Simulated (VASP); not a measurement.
The system is SnSe.

```
Sn Se
1.0
    11.53308    0.00000    0.00000
     0.00000    4.23149    0.00000
     0.00000    0.00000    4.50416
Sn Se
4 4
Direct
  0.87700 0.75000 0.90900
  0.62300 0.25000 0.40900
  0.37700 0.75000 0.59100
  0.12300 0.25000 0.09100
  0.64300 0.75000 0.98400
  0.85700 0.25000 0.48400
  0.14300 0.75000 0.51600
  0.35700 0.25000 0.01600
```

```yaml
Program: VASP 6.6.1
Task: relaxation of cell and atoms
Functional: PBE
Potentials_or_basis: VASP PAW PBE potentials, release 64 (Sn_d, Se)
Cutoff: 620 eV
k_mesh: 3 × 7 × 6
Occupations: gaussian, width 0.03 eV
Spin: no spin polarisation
```

At the start: pressure 0.8 GPa; volume 27.48 Å³/atom.

Q: Where does the relaxation end?

A: Over 25 steps the energy falls by 6.0 meV/atom and the volume is 28.30 Å³/atom (+3.0 %); space group Pnma (No. 62, to 0.1 Å) before and after.

Step by step:
```csv
step,energy change (eV),largest force (eV/Å),pressure (GPa),volume (Å³)
1,0.0000,0.1778,0.84,219.81
2,-0.0337,0.0996,-0.19,223.71
3,-0.0377,0.0615,0.17,222.71
4,-0.0424,0.0213,-0.03,225.50
5,-0.0435,0.0250,0.10,225.45
6,-0.0440,0.0209,-0.04,226.24
7,-0.0441,0.0219,-0.04,226.29
8,-0.0447,0.0282,0.03,226.47
9,-0.0453,0.0222,-0.01,226.79
10,-0.0457,0.0164,-0.16,228.20
11,-0.0465,0.0274,0.00,227.25
12,-0.0469,0.0303,0.01,227.13
13,-0.0475,0.0191,-0.01,226.83
14,-0.0477,0.0120,-0.01,226.46
15,-0.0478,0.0059,0.02,226.21
16,-0.0478,0.0066,0.01,226.26
17,-0.0479,0.0064,0.00,226.28
18,-0.0479,0.0039,0.02,226.23
19,-0.0480,0.0014,0.03,226.21
20,-0.0480,0.0026,0.01,226.41
21,-0.0480,0.0019,0.00,226.43
22,-0.0480,0.0016,0.00,226.44
23,-0.0484,0.0016,0.00,226.44
24,-0.0484,0.0010,0.00,226.43
25,-0.0484,0.0010,0.00,226.43
```

Final structure:
```cif
data_structure
_symmetry_space_group_name_H-M 'P 1'
_symmetry_Int_Tables_number 1
_cell_length_a 11.8135
_cell_length_b 4.2107
_cell_length_c 4.5519
_cell_angle_alpha 90.000
_cell_angle_beta 90.000
_cell_angle_gamma 90.000
_cell_volume 226.43
loop_
_atom_site_label
_atom_site_type_symbol
_atom_site_fract_x
_atom_site_fract_y
_atom_site_fract_z
_atom_site_occupancy
Sn1 Sn 0.87822 0.75000 0.88494 1
Sn2 Sn 0.62178 0.25000 0.38494 1
Sn3 Sn 0.37822 0.75000 0.61506 1
Sn4 Sn 0.12178 0.25000 0.11506 1
Se1 Se 0.64497 0.75000 0.97479 1
Se2 Se 0.85503 0.25000 0.47479 1
Se3 Se 0.14497 0.75000 0.52521 1
Se4 Se 0.35503 0.25000 0.02521 1
```

Where two steps share one volume, the run began anew on that cell with a basis built for it.
